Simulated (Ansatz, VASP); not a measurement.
## SnO in VASP and in Ansatz

Contents of INCAR:

```
SYSTEM = SnO
  PREC = Accurate
  ENCUT = 520
  EDIFF = 1E-6
  ISMEAR = 0
  SIGMA = 0.15
  LREAL = .False.
  LASPH = .True.
  NELM = 80
  ALGO = Normal
  ISIF = 2
  LWAVE = .False.
  LCHARG = .False.
  GGA = PS
  NBANDS = 28
```

Contents of KPOINTS:

```
Automatic mesh
0
Gamma
  10 10 8
  0 0 0
```

Contents of POSCAR:

```
SnO
1.0
    3.6520838966      0.0000000000      0.0000000000
    0.0000000000      3.6520838966      0.0000000000
    0.0000000000      0.0000000000      4.7505758552
Sn O
2 2
Direct
   -0.0304921801      0.5000000000      0.2424656074
    0.5304921801      0.0000000000      0.7575343926
    0.0046169932      0.0000000000      0.0000000000
    0.4953830068      0.5000000000      0.0000000000
```

Input for Ansatz:

```yaml
crystal:
  lattice:
    - [3.6520838966, 0.0, 0.0]
    - [0.0, 3.6520838966, 0.0]
    - [0.0, 0.0, 4.7505758552]
  atoms:
    - { symbol: Sn, position: [-0.0304921801, 0.5, 0.2424656074] }
    - { symbol: Sn, position: [0.5304921801, 0.0, 0.7575343926] }
    - { symbol: O, position: [0.0046169932, 0.0, 0.0] }
    - { symbol: O, position: [0.4953830068, 0.5, 0.0] }
basis:
  ecutwfc: 520.0
kpoints:
  mp_grid: { grid: [10, 10, 8] }
hamiltonian:
  xc: pbesol
  pseudopotentials: { kind: paw, azcp: { folder: soft_1 } }
scf:
  occupations: { method: gaussian, width: 0.15 }
output:
  forces: true
  stress: true
  eigenvalues: true
```

Change from the starting cell: mode 4 frozen in at -0.116 Å, equal normal strain along x and y -0.0400.

Alike in both runs: task single point; functional PBEsol; k mesh 10 × 10 × 8; occupations gaussian, width 0.15 eV; no spin polarisation.

|  | VASP | Ansatz |
| --- | --- | --- |
| version | VASP 6.6.1 | Ansatz 0.2.0 |
| potentials or method | VASP PAW PBE potentials, release 64 (Sn_d, O), cutoff 520 eV | scalar-relativistic, plane waves, PAW |
| valence electrons in the cell | 40 | 40 |

|  | VASP | Ansatz | Ansatz less VASP |
| --- | --- | --- | --- |
| gap on the k mesh at the Fermi level (eV) | none | none | - |
| pressure (GPa) | 11.4 | 11.0 | -0.47 |
| traceless stress, the component that is largest in VASP (GPa) | 4.22 | 4.10 | -0.116 |
| rms of the force components (eV/Å) | 0.696 | 0.650 | -0.0464 |

VASP's potentials were made for PBE, not for PBEsol, and Ansatz warns of the same on its side. Atom by atom the forces differ by 0.052 eV/Å (rms over components). A gap of «none» marks a metal or a gap that the smearing closes.
